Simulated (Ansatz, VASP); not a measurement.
## Rb: VASP beside Ansatz

INCAR

```
SYSTEM = Rb
  ALGO = Normal
  EDIFF = 1E-6
  ENCUT = 520
  GGA = RP
  ISIF = 2
  ISMEAR = -1
  LASPH = .TRUE.
  LCHARG = .FALSE.
  LREAL = .FALSE.
  LWAVE = .FALSE.
  NBANDS = 10
  NELM = 80
  PREC = Accurate
  SIGMA = 0.1
```

KPOINTS

```
k-points
0
G
  8 8 8
  0 0 0
```

Contents of POSCAR:

```
Rb
1.0
    0.0000000000      3.6469805267      3.6469805267
    3.6469805267      0.0000000000      3.6469805267
    3.6469805267      3.6469805267      0.0000000000
Rb
1
Direct
    0.0000000000      0.0000000000      0.0000000000
```

Input for Ansatz:

```yaml
crystal:
  lattice:
    - [0.0, 3.6469805267, 3.6469805267]
    - [3.6469805267, 0.0, 3.6469805267]
    - [3.6469805267, 3.6469805267, 0.0]
  atoms:
    - { symbol: Rb, position: [0.0, 0.0, 0.0] }
hamiltonian:
  xc: rpbe
  pseudopotentials:
    kind: paw
    azcp:
      Rb: "pseudopotentials/Rb.paw.azcp"
basis:
  ecutwfc: 420
  fft_grid_basis: typed
kpoints:
  mp_grid: { grid: [8, 8, 8], shift: [0, 0, 0] }
magnetization:
  spin_polarized: false
scf:
  occupations: { method: fermi_dirac, width: 0.1 }
  lower_state_search: "off"
output:
  stress: true
```

Alike in both runs: task single point; functional RPBE; k mesh 8 × 8 × 8; occupations fermi-dirac, width 0.1 eV; no spin polarisation.

```csv
,VASP,Ansatz
version,VASP 6.6.1,Ansatz 0.2.0
potentials or method,"VASP PAW PBE potentials, release 64 (Rb_sv), cutoff 520 eV","plane waves (420 eV) with PAW, scalar-relativistic"
valence electrons in the cell,9,9
```

```csv
,VASP,Ansatz,Ansatz less VASP
pressure (GPa),0.1,0.1,0.00
```

VASP's potentials were made for PBE, not for RPBE.
